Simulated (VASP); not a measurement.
# Rh (I4_1/amd) in VASP: relaxation of cell and atoms with PBEsol

Aim: the relaxation of cell and atoms of Rh with PBEsol.

All numbers are computed with VASP 6.6.1; they aren't measurements. Logs are shortened: lines on timing, memory, paths and dates and some standing lists are left out, and cuts for length are marked.

**1. The cell of the first run**

The structure is tetragonal, space group I4_1/amd (No. 141). The conventional cell has a = 4.728 Å, b = 4.728 Å, c = 2.679 Å, α = 90.00°, β = 90.00°, γ = 90.00°. Within 3.2 Å of Rh (site symmetry -4m2) lie 10 Rh at 2.46 to 3.10 Å.

**2. Relaxation of cell and atoms, PBEsol**

Contents of INCAR:

```
SYSTEM = Rh
  PREC = Accurate
  ENCUT = 500
  EDIFF = 1E-7
  ISMEAR = 0
  SIGMA = 0.1
  LREAL = .False.
  LASPH = .True.
  NELM = 120
  ALGO = Normal
  ISIF = 3
  LWAVE = .False.
  LCHARG = .False.
  GGA = PS
  IBRION = 2
  NSW = 100
  EDIFFG = -0.01
  GGA_COMPAT = .False.
  NELMIN = 4
```

Contents of KPOINTS:

```
regular mesh
0
Gamma
  24 24 24
  0 0 0
```

Contents of POSCAR:

```
Rh
1.0
   -2.3642085841      2.3642085841      1.3393843337
    2.3642085841     -2.3642085841      1.3393843337
    2.3642085841      2.3642085841     -1.3393843337
Rh
2
Direct
    0.0000000000      0.0000000000      0.0000000000
    0.7500000000      0.2500000000      0.5000000000
```

Potentials or basis: VASP PAW PBE potentials, release 64 (Rh_pv).

Run with:

```
$ cat potpaw_PBE.64/Rh_pv/POTCAR > POTCAR
$ mpirun -np 1 vasp_std > vasp.out
```

OUTCAR:

```text
SYSTEM = Rh
   PREC = Accurate
   ENCUT = 500
   EDIFF = 1E-7
   ISMEAR = 0
   LREAL = .False.
   LASPH = .True.
   NELM = 120
   ISIF = 3
   GGA = PS
   IBRION = 2
   NSW = 100
   EDIFFG = -0.01
   NELMIN = 4

 ion  position               nearest neighbor table
   1  0.000  0.000  0.000-   2 2.46   2 2.46   2 2.46   2 2.46   2 3.10   2 3.10   2 3.10   2 3.10

   2  0.750  0.250  0.500-   1 2.46   1 2.46   1 2.46   1 2.46   1 3.10   1 3.10   1 3.10   1 3.10

  LATTYP: Found a body centered tetragonal cell.
 ALAT       =     4.7284171682
 C/A-ratio  =     0.5665254507

  Lattice vectors:

 A1 = (  -2.3642085841,   2.3642085841,   1.3393843337)
 A2 = (   2.3642085841,  -2.3642085841,   1.3393843337)
 A3 = (   2.3642085841,   2.3642085841,  -1.3393843337)

Analysis of symmetry for initial positions (statically):
=====================================================================
 Subroutine PRICEL returns:
 Original cell was already a primitive cell.

 Routine SETGRP: Setting up the symmetry group for a
 body centered tetragonal supercell.

 Subroutine GETGRP returns: Found 16 space group operations
 (whereof  8 operations were pure point group operations)
 out of a pool of 16 trial point group operations.

The static configuration has the point symmetry D_2d.
 The point group associated with its full space group is D_4h.

Analysis of symmetry for dynamics (positions and initial velocities):
=====================================================================
 Subroutine PRICEL returns:
 Original cell was already a primitive cell.

 Routine SETGRP: Setting up the symmetry group for a
 body centered tetragonal supercell.

 Subroutine GETGRP returns: Found 16 space group operations
 (whereof  8 operations were pure point group operations)
 out of a pool of 16 trial point group operations.

The dynamic configuration has the point symmetry D_2d.
 The point group associated with its full space group is D_4h.

 Subroutine INISYM returns: Found 16 space group operations
 (whereof  8 operations are pure point group operations),
 and found     1 'primitive' translations

----------------------------------------------------------------------------------------

                                     Primitive cell

  volume of cell :      29.9459

[... 95 lines left out ...]
   ISYM   =      2    0-nonsym 1-usesym 2-fastsym
   POTIM  = 0.5000    time-step for ionic-motion
   TEBEG  =    0.0;   TEEND  =   0.0 temperature during run
   PSTRESS=    0.0 pullay stress
   NELECT =      30.0000    total number of electrons
   NUPDOWN=      -1.0000    fix difference up-down
   EMIN   =  10.00;   EMAX   =-10.00  energy-range for DOS
   EFERMI =   0.00;   METHOD = LEGACY
   ISMEAR =     0;   SIGMA  =   0.10  broadening in eV -4-tet -1-fermi 0-gaus
   EFERMI_NEDOS =   21; number of points for ismear=-14 and -15
   IALGO  =     38    algorithm
   IMIX   =      4    mixing-type and parameters
     AMIX     =   0.40;   BMIX     =  1.00
     AMIX_MAG =   1.60;   BMIX_MAG =  1.00
  volume/ion in A,a.u.               =      14.97       101.04
  Fermi-wavevector in a.u.,A,eV,Ry     =   1.638085  3.095531 36.508800  2.683321
  Thomas-Fermi vector in A             =   2.729116
   LORBIT       =      0    0 simple, 1 ext, 2 COOP (PROOUT), +10 PAW based schemes
   GGA     = PS    functional components
   LHFCALC =     F    Hartree Fock is set to
   AEXX    =    0.0000 exact exchange contribution
   IVDW    =     0    specifies the selected vdW correction
   LEPSILON=     F    determine dielectric tensor
   LRPA    =     F    only Hartree local field effects (RPA)
 conjugate gradient relaxation of ions
 non-spin polarized calculation
 Gauss-broadening in eV      SIGMA  =   0.10
  energy-cutoff  :      500.00
  volume of cell :       29.95
 maximum number of plane-waves:       781
   NGX = 13   NGY = 13   NGZ = 13

--------------------------------------- Ionic step        1  -------------------------------------------

 number of electron      29.9999998 magnetization

 Free energy of the ion-electron system (eV)
  ---------------------------------------------------
  ext. energy  EPLUGINS =         0.00000000
  ---------------------------------------------------
  free energy    TOTEN  =       -15.04870697 eV

  energy without entropy =      -15.03378404  energy(sigma->0) =      -15.04124551

------------------------ aborting loop because EDIFF is reached ----------------------------------------

  FORCE on cell =-STRESS in cart. coord.  units (eV):
  Direction    XX          YY          ZZ          XY          YZ          ZX
  --------------------------------------------------------------------------------------
  -------------------------------------------------------------------------------------
  Total       -0.0696326     -0.0696326      0.0739163      0.0000000      0.0000000      0.0000000
  in kB       -3.7255156     -3.7255156      3.9547042      0.0000000      0.0000000      0.0000000
  external PRESSURE =      -1.1654423 kB  Pullay stress =       0.0000000 kB
[... 131 lines left out ...]
--------------------------------------- Ionic step        5  -------------------------------------------

 number of electron      29.9999998 magnetization

 Free energy of the ion-electron system (eV)
  ---------------------------------------------------
  ext. energy  EPLUGINS =         0.00000000
  ---------------------------------------------------
  free energy    TOTEN  =       -15.04883128 eV

  energy without entropy =      -15.03401154  energy(sigma->0) =      -15.04142141

 E-fermi :  10.3491     XC(G=0): -13.5821

 val. band max:       10.3491067555   @ k =  -0.1667   0.3750   0.0417
 cond. band min:      10.3491477672   @ k =  -0.4167   0.2917   0.0417
 fundamental gap:      0.0000410117
 Fermi energy:        10.3491180568

 k-point     1 :       0.0000    0.0000    0.0000
  band No.  band energies     occupation
      1     -36.5099      2.00000
      2     -36.5099      2.00000
      3     -35.7997      2.00000
      4     -35.7828      2.00000
      5     -35.7319      2.00000
      6     -35.7319      2.00000
[... 505 lines left out ...]
      6     -35.6972      2.00000
[... 11 lines left out ...]
     18      16.5904      0.00000
     19      18.5273      0.00000

 [... further k-points ...]

------------------------ aborting loop because EDIFF is reached ----------------------------------------

  FORCE on cell =-STRESS in cart. coord.  units (eV):
  Direction    XX          YY          ZZ          XY          YZ          ZX
  --------------------------------------------------------------------------------------
  -------------------------------------------------------------------------------------
  Total       -0.0004451     -0.0004451     -0.0006494      0.0000000      0.0000000      0.0000000
  in kB       -0.0238218     -0.0238218     -0.0347522      0.0000000      0.0000000      0.0000000
  external PRESSURE =      -0.0274652 kB  Pullay stress =       0.0000000 kB
[... 17 lines left out ...]
  FREE ENERGIE OF THE ION-ELECTRON SYSTEM (eV)
  ---------------------------------------------------
  free  energy   TOTEN  =       -15.0488312785 eV

  energy  without entropy=      -15.0340115410  energy(sigma->0) =      -15.04142141

 reached required accuracy - stopping structural energy minimisation
```

OSZICAR:

```text
N       E                     dE             d eps       ncg     rms          rms(c)
DAV:   1     0.319029592017E+03    0.31903E+03   -0.18643E+04 40602   0.173E+03
DAV:   2    -0.797098472475E+01   -0.32700E+03   -0.31878E+03 42374   0.513E+02
DAV:   3    -0.158750859954E+02   -0.79041E+01   -0.76619E+01 43227   0.875E+01
[... 37 lines left out ...]
DAV:   2    -0.150488508053E+02    0.95600E-03   -0.31044E-03 40892   0.596E-01    0.435E-02
DAV:   3    -0.150488286785E+02    0.22127E-04   -0.67824E-05 42472   0.668E-02    0.211E-02
DAV:   4    -0.150488299963E+02   -0.13178E-05   -0.11247E-05 44339   0.273E-02    0.686E-03
DAV:   5    -0.150488313367E+02   -0.13404E-05   -0.11414E-06 42935   0.109E-02    0.134E-03
DAV:   6    -0.150488312785E+02    0.58121E-07   -0.11534E-07 22759   0.354E-03
   5 F= -.15048831E+02 E0= -.15041421E+02  d E =-.140446E-04
```

Run time: 41 min. Hardware: 1 thread of Oxide Virtual Turin-like, shared host; peak memory 0.51 GiB.

What came out:

- Free energy: -15.0488 eV
- Relaxed volume: 14.97 Å³/atom
- Relaxed cell: a = 3.600 Å, b = 3.600 Å, c = 3.600 Å, α = 97.98°, β = 97.98°, γ = 136.24°
- Space group after relaxing (to 0.1 Å): I4_1/amd (No. 141)
- Energy gained by relaxing: 0.1 meV/atom
- Ionic steps: 5
- Pressure after relaxing: 0.0 GPa
- Band gap on the k mesh: zero (bands 15 and 16 overlap by 2.15 eV)

The path:
```tsv
step	energy change (eV)	largest force (eV/Å)	pressure (GPa)	volume (Å³)
1	0.0000	0.0000	-0.12	29.95
2	-0.0001	0.0000	0.34	29.90
3	-0.0001	0.0000	0.17	29.92
4	-0.0001	0.0000	-0.23	29.97
5	-0.0001	0.0000	0.00	29.94
```

Final structure:
```xyz
2
Lattice="-2.3620 2.3620 1.3416 2.3620 -2.3620 1.3416 2.3620 2.3620 -1.3416" Properties=species:S:1:pos:R:3 pbc="T T T"
Rh    0.0000    0.0000    0.0000
Rh    0.0000    2.3620    0.6708
```

Levels at points of the mesh, in eV from the Fermi level:
```
           k point  band 13  band 14  band 15  band 16  band 17  band 18
(0.00, 0.00, 0.00)    -1.08    -1.00    -1.00     1.01     2.04     6.89
(0.50, 0.00, 0.00)    -0.88    -0.61     0.45     0.57     2.70     6.22
(0.50, 0.50, 0.00)    -1.19    -1.19    -0.01    -0.01     0.55     0.55
(0.50, 0.50, 0.50)    -0.78    -0.78    -0.66    -0.66     0.21     0.21
```

Caveat: the PAW data sets were made with another functional, which shifts forces and pressure a little.
